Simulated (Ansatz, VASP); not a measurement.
Two plane-wave programs on TaN

```xyz
4
Lattice="0.0000 -2.2081 -2.2081 0.0000 2.2081 -2.2081 4.4162 0.0000 0.0000" Properties=species:S:1:pos:R:3 pbc="T T T"
Ta    0.0000   -0.1608   -2.2081
Ta    2.2081    0.1608    0.0000
N     2.2081    0.1792   -2.2081
N     0.0000   -0.1792    0.0000
```

Change from the starting cell: mode 1 frozen in at +0.000 Å and mode 2 at -0.179 Å (largest displacements).

Alike in both runs: task single point; functional PBE; k mesh 14 × 14 × 10; occupations gaussian, width 0.15 eV; no spin polarisation.

|  | VASP | Ansatz |
| --- | --- | --- |
| version | VASP 6.6.1 | Ansatz 0.2.0 |
| potentials or method | VASP PAW PBE potentials, release 64 (Ta_pv, N), cutoff 520 eV | scalar-relativistic, plane waves, PAW |
| valence electrons in the cell | 32 | 36 |

Ansatz gave:

| Property | Result |
| --- | --- |
| gap on the k mesh at the Fermi level (eV) | none |
| pressure (GPa) | 0.3 |
| traceless stress, the component that is largest in VASP (GPa) | 9.75 |
| rms of the force components (eV/Å) | 0.162 |

**Question.** Estimate VASP's values.

**Answer.** gap on the k mesh at the Fermi level (eV): none; pressure (GPa): 1.2; traceless stress, the component that is largest in VASP (GPa): 9.88; rms of the force components (eV/Å): 0.155.

Atom by atom the forces differ by 0.008 eV/Å (rms over components). A gap of «none» marks a metal or a gap that the smearing closes. The functional is the same, so the differences come from potentials, cutoffs and numerics. VASP's potentials hold 32 valence electrons a cell and Ansatz's 36, so a difference there can come from the potentials and not from the codes.

Spin-orbit coupling is off throughout.
